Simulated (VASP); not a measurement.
# Sb (Fm-3m) in VASP: a series of runs

The runs below take Sb through single point, with PBEsol.

Everything below comes from runs of VASP 6.6.1. Logs are shortened: lines on timing, memory, paths and dates and some standing lists are left out, and cuts for length are marked.

### Step 1. The cell of the first run

It takes space group Fm-3m (No. 225, cubic). The conventional cell has a = 4.692 Å, b = 4.692 Å, c = 4.692 Å, α = 90.00°, β = 90.00°, γ = 90.00°. Sb (site symmetry m-3m) has 12 Sb at 3.32 Å within 4.4 Å.

### Step 2. Single point, PBEsol

Input file INCAR:

```
PREC = Accurate
ENCUT = 520
EDIFF = 1E-6
ISMEAR = -1
SIGMA = 0.1
LREAL = False
LASPH = True
NELM = 80
ALGO = Normal
ISIF = 2
LWAVE = False
LCHARG = False
GGA = PS
NBANDS = 8
```

Input file KPOINTS:

```
Automatic mesh
0
Gamma
  16 16 16
```

Input file POSCAR:

```
Sb
1.0
    0.0000000000      2.3458381304      2.3458381304
    2.3458381304      0.0000000000      2.3458381304
    2.3458381304      2.3458381304      0.0000000000
Sb
1
Direct
    0.0000000000      0.0000000000      0.0000000000
```

Potentials or basis: VASP PAW PBE potentials, release 64 (Sb).

Command:

```bash
$ cat potpaw_PBE.64/Sb/POTCAR > POTCAR
$ mpirun -np 1 vasp_std > vasp.out
```

OUTCAR:

```text
PREC = Accurate
   ENCUT = 520
   EDIFF = 1E-6
   ISMEAR = -1
   LREAL = False
   LASPH = True
   NELM = 80
   ISIF = 2
   GGA = PS

 ion  position               nearest neighbor table
   1  0.000  0.000  0.000-

  LATTYP: Found a face centered cubic cell.
 ALAT       =     4.6916762608

  Lattice vectors:

 A1 = (   0.0000000000,   2.3458381304,   2.3458381304)
 A2 = (   2.3458381304,   0.0000000000,   2.3458381304)
 A3 = (   2.3458381304,   2.3458381304,   0.0000000000)

Analysis of symmetry for initial positions (statically):
=====================================================================
 Subroutine PRICEL returns:
 Original cell was already a primitive cell.

 Routine SETGRP: Setting up the symmetry group for a
 face centered cubic supercell.

 Subroutine GETGRP returns: Found 48 space group operations
 (whereof 48 operations were pure point group operations)
 out of a pool of 48 trial point group operations.

The static configuration has the point symmetry O_h .

Analysis of symmetry for dynamics (positions and initial velocities):
=====================================================================
 Subroutine PRICEL returns:
 Original cell was already a primitive cell.

 Routine SETGRP: Setting up the symmetry group for a
 face centered cubic supercell.

 Subroutine GETGRP returns: Found 48 space group operations
 (whereof 48 operations were pure point group operations)
 out of a pool of 48 trial point group operations.

The dynamic configuration has the point symmetry O_h .

 Subroutine INISYM returns: Found 48 space group operations
 (whereof 48 operations are pure point group operations),
 and found     1 'primitive' translations

----------------------------------------------------------------------------------------

                                     Primitive cell

  volume of cell :      25.8181

  direct lattice vectors                    reciprocal lattice vectors
     0.000000000  2.345838130  2.345838130    -0.213143436  0.213143436  0.213143436
     2.345838130  0.000000000  2.345838130     0.213143436 -0.213143436  0.213143436
     2.345838130  2.345838130  0.000000000     0.213143436  0.213143436 -0.213143436

  length of vectors
     3.317516099  3.317516099  3.317516099     0.369175261  0.369175261  0.369175261

  position of ions in fractional coordinates (direct lattice)
     0.000000000  0.000000000  0.000000000

  ion indices of the primitive-cell ions
   primitive index   ion index
[... 69 lines left out ...]
   LSORBIT =      F    spin-orbit coupling
   LASPH  =      T    aspherical Exc in radial PAW
   ENCUT  =  520.0 eV  38.22 Ry    6.18 a.u.   6.17  6.17  6.17*2*pi/ulx,y,z
   NELM   =     80;   NELMIN=  2; NELMDL= -5     # of ELM steps
   EDIFF  = 0.1E-05   stopping-criterion for ELM
   LREAL  =      F    real-space projection
   EDIFFG = 0.1E-04   stopping-criterion for IOM
   NSW    =      0    number of steps for IOM
   IBRION =     -1    ionic relax: 0-MD 1-quasi-New 2-CG
   NFREE  =      0    steps in history (QN), initial steepest desc. (CG)
   ISIF   =      2    stress and relaxation
   ISYM   =      2    0-nonsym 1-usesym 2-fastsym
   POTIM  = 0.5000    time-step for ionic-motion
   TEBEG  =    0.0;   TEEND  =   0.0 temperature during run
   PSTRESS=    0.0 pullay stress
   NELECT =       5.0000    total number of electrons
   NUPDOWN=      -1.0000    fix difference up-down
   EMIN   =  10.00;   EMAX   =-10.00  energy-range for DOS
   EFERMI =   0.00;   METHOD = LEGACY
   ISMEAR =    -1;   SIGMA  =   0.10  broadening in eV -4-tet -1-fermi 0-gaus
   EFERMI_NEDOS =   21; number of points for ismear=-14 and -15
   IALGO  =     38    algorithm
   IMIX   =      4    mixing-type and parameters
     AMIX     =   0.40;   BMIX     =  1.00
     AMIX_MAG =   1.60;   BMIX_MAG =  1.00
  volume/ion in A,a.u.               =      25.82       174.23
  Fermi-wavevector in a.u.,A,eV,Ry     =   0.947160  1.789873 12.205957  0.897113
  Thomas-Fermi vector in A             =   2.075227
   LORBIT       =      0    0 simple, 1 ext, 2 COOP (PROOUT), +10 PAW based schemes
   GGA     = PS    functional components
   LHFCALC =     F    Hartree Fock is set to
   AEXX    =    0.0000 exact exchange contribution
   IVDW    =     0    specifies the selected vdW correction
   LEPSILON=     F    determine dielectric tensor
   LRPA    =     F    only Hartree local field effects (RPA)
 non-spin polarized calculation
  energy-cutoff  :      520.00
  volume of cell :       25.82
 maximum number of plane-waves:       725
 NGX is ok and might be reduce to    28
   NGX = 13   NGY = 13   NGZ = 13

 number of electron       5.0000000 magnetization

 Free energy of the ion-electron system (eV)
  ---------------------------------------------------
  ext. energy  EPLUGINS =         0.00000000
  ---------------------------------------------------
  free energy    TOTEN  =        -4.30566866 eV

  energy without entropy =       -4.28097435  energy(sigma->0) =       -4.29332151

 E-fermi :   8.9277     XC(G=0): -10.5167

 val. band max:        8.9240902278   @ k =   0.4375   0.3125   0.0625
 cond. band min:       8.9832365486   @ k =   0.3125   0.1875   0.0625
 fundamental gap:      0.0591463208
 Fermi energy:         8.9276646459

 k-point     1 :       0.0000    0.0000    0.0000
  band No.  band energies     occupation
      1      -4.3404      2.00000
      2      14.5636      0.00000
      3      14.5636      0.00000
      4      14.5636      0.00000
      5      19.0665      0.00000
      6      19.0665      0.00000
      7      19.0665      0.00000
      8      19.1844      0.00000
[... 243 lines left out ...]
 k-point    24 :      -0.0625    0.0625    0.0000
  band No.  band energies     occupation
      1      -4.1258      2.00000
      2      13.0278      0.00000
      3      13.5853      0.00000
      4      14.5949      0.00000
      5      18.0200      0.00000
      6      19.2129      0.00000
      7      19.7522      0.00000
      8      21.6068      0.00000

 [... further k-points ...]
[... 5 lines left out ...]
  --------------------------------------------------------------------------------------
  -------------------------------------------------------------------------------------
  Total        0.1623403      0.1623403      0.1623403      0.0000000     -0.0000000      0.0000000
  in kB       10.0742506     10.0742506     10.0742506      0.0000000     -0.0000000      0.0000000
  external PRESSURE =      10.0742506 kB  Pullay stress =       0.0000000 kB

 VOLUME and BASIS-vectors are now :
 -----------------------------------------------------------------------------
  energy-cutoff  :      520.00
  volume of cell :       25.82
      direct lattice vectors                 reciprocal lattice vectors
     0.000000000  2.345838130  2.345838130    -0.213143436  0.213143436  0.213143436
     2.345838130  0.000000000  2.345838130     0.213143436 -0.213143436  0.213143436
     2.345838130  2.345838130  0.000000000     0.213143436  0.213143436 -0.213143436

 POSITION                                       TOTAL-FORCE (eV/Angst)
 -----------------------------------------------------------------------------------
      0.00000      0.00000      0.00000        -0.000000     -0.000000     -0.000000
 -----------------------------------------------------------------------------------
    total drift:                                0.000000      0.000000      0.000000

  FREE ENERGIE OF THE ION-ELECTRON SYSTEM (eV)
  ---------------------------------------------------
  free  energy   TOTEN  =        -4.3056686614 eV

  energy  without entropy=       -4.2809743488  energy(sigma->0) =       -4.29332151
```

It took 24 s on 1 thread of Intel Xeon Platinum 8259CL at 2.50GHz (Skylake/Cascade Lake), shared host; peak memory 0.17 GiB.

What came out:

```
Free energy : -4.3057 eV
Pressure    : 1.0 GPa
```

Levels at points of the mesh, in eV from the Fermi level:
| k point | band 1 | band 2 | band 3 | band 4 | band 5 |
| --- | --- | --- | --- | --- | --- |
| (0.00, 0.00, 0.00) | -13.27 | 5.64 | 5.64 | 5.64 | 10.14 |
| (0.50, 0.00, 0.00) | -9.27 | -6.09 | 3.84 | 3.84 | 8.47 |
| (0.50, 0.50, 0.00) | -7.53 | -5.15 | 0.39 | 0.39 | 4.17 |

Caveat: the PAW data sets were made with another functional, which shifts forces and pressure a little; spin-orbit coupling is left out, which moves the levels of the heavy elements.

### Step 3. Single point, PBEsol

This run uses another cell than the first one, of 26.21 Å³/atom, 1.015 times its volume.

Input file INCAR:

```
ALGO = Normal
EDIFF = 1E-6
ENCUT = 520
GGA = PS
ISIF = 2
ISMEAR = -1
LASPH = T
LCHARG = T
LELF = T
LREAL = F
LVHAR = T
LWAVE = F
NBANDS = 8
NELM = 60
PREC = Accurate
SIGMA = 0.1
```

Input file KPOINTS:

```
k-points
0
Gamma
  16 16 16
```

Input file POSCAR:

```
Sb
1.0
    0.0000000000      2.3576859987      2.3576859987
    2.3576859987      0.0000000000      2.3576859987
    2.3576859987      2.3576859987      0.0000000000
Sb
1
Direct
    0.0000000000      0.0000000000      0.0000000000
```

Potentials or basis: VASP PAW PBE potentials, release 64 (Sb).

Command:

```bash
$ cat potpaw_PBE.64/Sb/POTCAR > POTCAR
$ mpirun -np 1 vasp_std > vasp.out
```

Wall time 22 s (1 thread of Intel Xeon Platinum 8259CL at 2.50GHz (Skylake/Cascade Lake), shared host); peak memory 0.17 GiB.

The run converged. Its results:

```
Free energy : -4.3069 eV
Pressure    : 0.0 GPa
```

Levels at points of the mesh, in eV from the Fermi level:
| k point | band 1 | band 2 | band 3 | band 4 | band 5 | band 6 | band 7 |
| --- | --- | --- | --- | --- | --- | --- | --- |
| (0.00, 0.00, 0.00) | -13.14 | 5.52 | 5.52 | 5.52 | 10.09 | 10.09 | 10.09 |
| (0.50, 0.00, 0.00) | -9.24 | -5.99 | 3.77 | 3.77 | 8.37 | 9.20 | 9.20 |
| (0.50, 0.50, 0.00) | -7.54 | -5.07 | 0.39 | 0.39 | 4.16 | 4.62 | 17.82 |

Caveat: the PAW data sets were made with another functional, which shifts forces and pressure a little; spin-orbit coupling is left out, which moves the levels of the heavy elements.

### Step 4. Single point, PBEsol

This run uses another cell than the first one, of 26.60 Å³/atom, 1.030 times its volume.

Input file INCAR:

```
  PREC = Accurate
  ENCUT = 520
  EDIFF = 1E-7
  ISMEAR = -1
  SIGMA = 0.1
  LREAL = False
  LASPH = True
  NELM = 100
  ALGO = Normal
  ISIF = 2
  LWAVE = False
  LCHARG = True
  GGA = PS
  LELF = True
  LVHAR = True
  NBANDS = 8
```

Input file KPOINTS:

```
Automatic mesh
0
Gamma
  16 16 16
```

Input file POSCAR:

```
Sb
1.0
    0.0000000000      2.3694159729      2.3694159729
    2.3694159729      0.0000000000      2.3694159729
    2.3694159729      2.3694159729      0.0000000000
Sb
1
Direct
    0.0000000000      0.0000000000      0.0000000000
```

Command:

```bash
$ cat potpaw_PBE.64/Sb/POTCAR > POTCAR
$ mpirun -np 1 vasp_std > vasp.out
```

It took 22 s on 1 thread of Intel Xeon Platinum 8259CL at 2.50GHz (Skylake/Cascade Lake), shared host; peak memory 0.17 GiB.

Results (log left out):

```yaml
Free_energy: -4.3056 eV
Pressure: -1.0 GPa
```

Levels at points of the mesh, in eV from the Fermi level:
```
           k point  band 1  band 2  band 3  band 4  band 5
(0.00, 0.00, 0.00)  -13.02    5.41    5.41    5.41   10.04
(0.50, 0.00, 0.00)   -9.20   -5.90    3.70    3.70    8.27
(0.50, 0.50, 0.00)   -7.54   -4.98    0.38    0.38    4.14
```

Caveat: the PAW data sets were made with another functional, which shifts forces and pressure a little; spin-orbit coupling is left out, which moves the levels of the heavy elements.

### Step 5. Summary

| cell | gap on the mesh (eV) | pressure (GPa) |
| --- | --- | --- |
| a = 3.318 Å, angles 60.0°, 1 atom | none | 1.0 |
| a = 3.334 Å, angles 60.0°, 1 atom | none | 0.0 |
| a = 3.351 Å, angles 60.0°, 1 atom | none | -1.0 |

Alike in all rows: task single point; level PBEsol; potentials or basis VASP PAW PBE potentials, release 64 (Sb); no spin polarisation; k mesh 16 × 16 × 16; cutoff (eV) 520; smearing fermi-dirac 0.1 eV.

Caveats: the PAW data sets were made with another functional, which shifts forces and pressure a little; spin-orbit coupling is left out, which moves the levels of the heavy elements.

Total energies depend on the potentials used, so only differences within one code and one set of settings carry meaning.
